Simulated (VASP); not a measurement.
# VH2: single point with PBEsol

VH2:

```
V H
1.0
     0.00000    2.09758    2.09758
     2.09758    0.00000    2.09758
     2.09758    2.09758    0.00000
V H
1 2
Cartesian
  -0.1311 -0.1311 -0.1311
  3.2775 3.2775 3.2775
  1.0488 1.0488 1.0488
```

This cell differs from its parent crystal: shortest bond scaled by 0.75.

| Item | Value |
| --- | --- |
| Program | VASP 6.6.1 |
| Task | single point |
| Functional | PBEsol |
| Potentials or basis | VASP PAW PBE potentials, release 64 (V_sv, H) |
| Cutoff | 520 eV |
| k mesh | 11 × 11 × 11 |
| Occupations | fermi-dirac, width 0.05 eV |
| Spin | no spin polarisation |
| Dipole correction | no |
| Further INCAR settings | ALGO = Normal; EDIFF = 1e-06; NBANDS = 14 |

The pressure is 14.2 GPa and the largest force is 7.780 eV/Å.

Forces on the atoms (eV/Å):
```
V    4.492  4.492  4.492
H   -4.115 -4.115 -4.115
H   -0.376 -0.376 -0.376
```

Stress tensor (GPa, compression positive):
```
14.16 19.70 19.70
19.70 14.16 19.70
19.70 19.70 14.16
```

Levels at points of the mesh, in eV from the Fermi level:
| k point | band 6 | band 7 | band 8 | band 9 | band 10 | band 11 |
| --- | --- | --- | --- | --- | --- | --- |
| (0.00, 0.00, 0.00) | -3.01 | -0.83 | -0.83 | 0.84 | 0.84 | 4.17 |

Wall time 11 s on 1 thread of Intel(R) Xeon(R) 6975P-C (Granite Rapids) (shared host), peak memory 0.16 GiB.

Caveat: the cell differs from its parent crystal (shortest bond scaled by 0.75); the PAW data sets were made with another functional, which shifts forces and pressure a little.
